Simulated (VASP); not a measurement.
Write the native input for VASP 6.6.1 that does the following.

```
Task                   : single point
Functional             : PBE
Potentials or basis    : VASP PAW PBE potentials, release 64 (Al, Cu)
Cutoff                 : 520 eV
k mesh                 : 16 × 16 × 16
Occupations            : gaussian, width 0.1 eV
Spin                   : no spin polarisation
Dipole correction      : no
Further INCAR settings : ALGO = Fast; EDIFF = 1e-07; NBANDS = 16
```

The structure of Al2Cu lies in POSCAR:

```
Al2Cu
1.0
   -2.0447501002      2.0447501002      2.8916747215
    2.0447501002     -2.0447501002      2.8916747215
    2.0447501002      2.0447501002     -2.8916747215
Al Cu
2 1
Direct
    0.7500000000      0.2500000000      0.5000000000
    0.2500000000      0.7500000000      0.5000000000
    0.5000000000      0.5000000000      0.0000000000
```

One way to write it, as run:

INCAR

```
SYSTEM = Al2Cu
PREC = Accurate ; ENCUT = 520
EDIFF = 1E-7 ; ISMEAR = 0
SIGMA = 0.1 ; LREAL = .False.
LASPH = .True. ; NELM = 100
ALGO = Fast ; ISIF = 2
LWAVE = .False. ; LCHARG = .True.
GGA = PE ; LELF = .True.
LVHAR = .True. ; NBANDS = 16
```

KPOINTS

```
regular mesh
0
Gamma
  16 16 16
  0 0 0
```

Potentials or basis: VASP PAW PBE potentials, release 64 (Al, Cu).

Launch:

```sh
$ cat potpaw_PBE.64/Al/POTCAR potpaw_PBE.64/Cu/POTCAR > POTCAR
$ mpirun -np 1 vasp_std > vasp.out
```

Results of the run:

The pressure is 0.1 GPa and the band gap on the k mesh is zero (an odd number of electrons rules out a gap without spin polarisation).

Run time: 6.4 min on 1 thread of Intel(R) Xeon(R) 6975P-C (Granite Rapids), with other jobs on the host, peak memory 0.37 GiB.
